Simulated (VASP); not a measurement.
Set up this calculation in VASP 6.6.1, as the native input.

```
Task                   : single point
Functional             : LDA
Potentials or basis    : VASP PAW LDA potentials, release 64 (Si)
Cutoff                 : 520 eV
k mesh                 : 24 × 24 × 14
Occupations            : gaussian, width 0.15 eV
Spin                   : no spin polarisation
Dipole correction      : no
Further INCAR settings : ALGO = Normal; EDIFF = 1e-06; NBANDS = 11
```

The structure of Si lies in POSCAR:

```
Si
1.0
   -1.6356629409     -1.6356629409      1.3048122898
   -1.6356629409      1.6356629409      1.3048122898
   -3.2713258818      0.0000000000     -2.6096245796
Si
2
Direct
    0.5057622754      0.5057622754      0.5007508248
   -0.0057622754     -0.0057622754     -0.0007508248
```

One way to write it, as run:

INCAR

```
SYSTEM = Si
PREC = Accurate ; ENCUT = 520
EDIFF = 1E-6 ; ISMEAR = 0
SIGMA = 0.15 ; LREAL = .FALSE.
LASPH = .TRUE. ; NELM = 100
ALGO = Normal ; ISIF = 2
LWAVE = .FALSE. ; LCHARG = .FALSE.
GGA = CA ; NBANDS = 11
```

KPOINTS

```
regular mesh
0
G
  24 24 14
  0 0 0
```

Potentials or basis: VASP PAW LDA potentials, release 64 (Si).

The run is started by

```console
$ cat potpaw_LDA.64/Si/POTCAR > POTCAR
$ mpirun -np 1 vasp_std > vasp.out
```

It gave:

| Property | Result |
| --- | --- |
| Pressure | 0.0 GPa |
| Largest force | 0.015 eV/Å |
| Band gap on the k mesh | zero (bands 4 and 5 overlap by 8.87 eV) |

Wall time 3.8 min on 1 thread of Intel(R) Xeon(R) Platinum 8259CL CPU @ 2.50GHz (Skylake/Cascade Lake), with other jobs on the host, peak memory 0.55 GiB.
